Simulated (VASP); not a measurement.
Co: single point with BLYP

Crystal: Co.

```
Co
1.0
     0.00000    2.39710    2.39710
     2.39710    0.00000    2.39710
     2.39710    2.39710    0.00000
Co
2
Direct
  0.12500 0.12500 0.12500
  0.87500 0.87500 0.87500
```

This isn't the form of Co at room conditions, which is hcp.

| Item | Value |
| --- | --- |
| Program | VASP 6.6.1 |
| Task | single point |
| Functional | BLYP |
| Potentials or basis | VASP PAW PBE potentials, release 64 (Co_sv) |
| Cutoff | 690 eV |
| k mesh | 12 × 12 × 12 |
| Occupations | fermi-dirac, width 0.1 eV |
| Spin | no spin polarisation |

```yaml
Pressure: 19.0 GPa
Band_gap_on_the_k_mesh: zero (bands 17 and 18 overlap by 0.84 eV)
```

Levels at points of the mesh, in eV from the Fermi level:
```csv
k point,band 15,band 16,band 17,band 18,band 19,band 20
"(0.00, 0.00, 0.00)",-1.17,-1.17,-1.17,0.32,0.32,14.13
"(0.50, 0.00, 0.00)",-1.51,-0.66,-0.66,0.10,0.10,1.64
"(0.50, 0.50, 0.00)",-1.50,-1.50,0.29,0.29,2.06,2.06
```

It took 49 s on 1 thread of AMD EPYC 9R45 96-Core Processor (Zen 5), with other jobs on the host, peak memory 0.17 GiB.

Caveat: the cell stands under pressure; the PAW data sets were made with another functional, which shifts forces and pressure a little; the run has no spin polarisation, though such a crystal can be magnetic. Spin polarisation is off, so any magnetic state and its effect on volume and gap are missing.
